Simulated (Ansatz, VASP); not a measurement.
# Y in VASP and in Ansatz

The input POSCAR:

```
Y
1.0
    0.0000000000      2.4455321300      2.4455321300
    2.4455321300      0.0000000000      2.4455321300
    2.4455321300      2.4455321300      0.0000000000
Y
1
Direct
    0.0000000000      0.0000000000      0.0000000000
```

Contents of INCAR.step1:

```
SYSTEM = Y
PREC = Accurate ; ENCUT = 440
EDIFF = 1E-5 ; ISMEAR = 0
SIGMA = 0.05 ; LREAL = .False.
LASPH = .True. ; NELM = 120
ALGO = Normal ; ISIF = 2
LWAVE = .True. ; LCHARG = .False.
NBANDS = 12 ; GGA = PE
GGA_COMPAT = .False.
```

Contents of INCAR.step2:

```
SYSTEM = Y
PREC = Accurate ; ENCUT = 440
EDIFF = 1E-6 ; ISMEAR = 0
SIGMA = 0.05 ; LREAL = .False.
LASPH = .True. ; NELM = 120
ALGO = Normal ; ISIF = 2
LWAVE = .False. ; LCHARG = .False.
METAGGA = R2SCAN ; LHFCALC = .True.
AEXX = 0.1 ; LMIXTAU = .True.
PRECFOCK = Normal ; IVDW = 13
VDW_S6 = 1.0 ; VDW_S8 = 0.8324
VDW_A1 = 0.4944 ; VDW_A2 = 5.9019
NBANDS = 12 ; ISTART = 1
GGA_COMPAT = .False.
```

Contents of KPOINTS:

```
regular mesh
0
Gamma
  6 6 6
  0 0 0
```

Contents of input.yaml:

```yaml
crystal:
  lattice: { a: 4.89106426, b: 4.89106426, c: 4.89106426, alpha: 90.0, beta: 90.0, gamma: 90.0 }
  space_group: 225
  reduce_to_primitive: true
  atoms:
    - { symbol: "Y", wyckoff: "4a", position: [0.0, 0.0, 0.0] }
hamiltonian:
  xc: r2scanh
  pseudopotentials: { kind: paw }
  dispersion: d4
kpoints:
  mp_grid: { grid: [6, 6, 6] }
scf:
  occupations: { method: gaussian, width: 0.05 }
output:
  forces: true
  stress: true
  eigenvalues: true
```

Change from the starting cell: volume scaled by 0.88.

Alike in both runs: task single point; functional r2SCANh; dispersion D4; k mesh 6 × 6 × 6; occupations gaussian, width 0.05 eV; no spin polarisation.

```csv
,VASP,Ansatz
version,VASP 6.6.1,Ansatz 0.2.0
potentials or method,"VASP PAW PBE potentials, release 64 (Y_sv)",Ansatz PAW
plane-wave cutoff (eV),440,500
valence electrons in the cell,11,11
```

Ansatz gave:

```
gap on the k mesh at the Fermi level (eV) : none
pressure (GPa)                            : 5.3
```

Question: Estimate VASP's values.

Answer: gap on the k mesh at the Fermi level (eV): none; pressure (GPa): 5.2.

VASP's potentials were made for PBE, not for r2SCANh. A gap of «none» marks a metal or a gap that the smearing closes.

The k mesh is coarse, so the values compare programs but aren't converged.
